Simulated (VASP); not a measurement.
Set up this calculation in VASP 6.6.1, as the native input.

```
Task                   : single point
Functional             : r2SCAN
Potentials or basis    : VASP PAW PBE potentials, release 64 (Rb_sv, Br)
Cutoff                 : 520 eV
k mesh                 : 7 × 7 × 7
Occupations            : fermi-dirac, width 0.03 eV
Spin                   : no spin polarisation
Dipole correction      : no
Further INCAR settings : ALGO = Normal; EDIFF = 1e-07; NBANDS = 15
```

Crystal: RbBr.

```
CELL_PARAMETERS angstrom
0.00000 2.64833 2.64833
2.64833 0.00000 2.64833
2.64833 2.64833 0.00000
ATOMIC_POSITIONS crystal
Rb 0.00000 0.00000 0.00000
Br 0.50000 0.50000 0.50000
```

One way to write it, as run:

POSCAR

```
RbBr
1.0
    0.0000000000      2.6483273584      2.6483273584
    2.6483273584      0.0000000000      2.6483273584
    2.6483273584      2.6483273584      0.0000000000
Rb Br
1 1
Direct
    0.0000000000      0.0000000000      0.0000000000
    0.5000000000      0.5000000000      0.5000000000
```

INCAR.step1

```
ALGO = Normal ; EDIFF = 1E-4
ENCUT = 520 ; GGA = PE
ISMEAR = -1 ; LASPH = T
LCHARG = F ; LREAL = F
LWAVE = T ; NBANDS = 15
NELM = 60 ; PREC = Accurate
SIGMA = 0.03
```

INCAR.step2

```
ALGO = Normal ; EDIFF = 1E-7
ENCUT = 520 ; ISIF = 2
ISMEAR = -1 ; ISTART = 1
LASPH = T ; LCHARG = T
LELF = T ; LMIXTAU = T
LREAL = F ; LVHAR = T
LWAVE = F ; METAGGA = R2SCAN
NBANDS = 15 ; NELM = 60
PREC = Accurate ; SIGMA = 0.03
```

KPOINTS

```
k-points
0
Gamma
  7 7 7
```

Potentials or basis: VASP PAW PBE potentials, release 64 (Rb_sv, Br).

Launch:

```bash
$ cat potpaw_PBE.64/Rb_sv/POTCAR potpaw_PBE.64/Br/POTCAR > POTCAR
$ cp INCAR.step1 INCAR
$ mpirun -np 1 vasp_std > vasp.out
$ cp INCAR.step2 INCAR
$ mpirun -np 1 vasp_std > vasp.out
```

It gave:

```
Pressure               : 83.9 GPa
Band gap on the k mesh : 2.73 eV (least direct gap 2.98 eV)
```

Caveat: the cell stands under pressure; the PAW data sets were made with another functional, which shifts forces and pressure a little; an odd mesh through Γ misses points on the zone boundary, where band edges can lie.

Wall time 29 s on 1 thread of Intel(R) Xeon(R) 6975P-C (Granite Rapids), with other jobs on the host, peak memory 0.16 GiB.
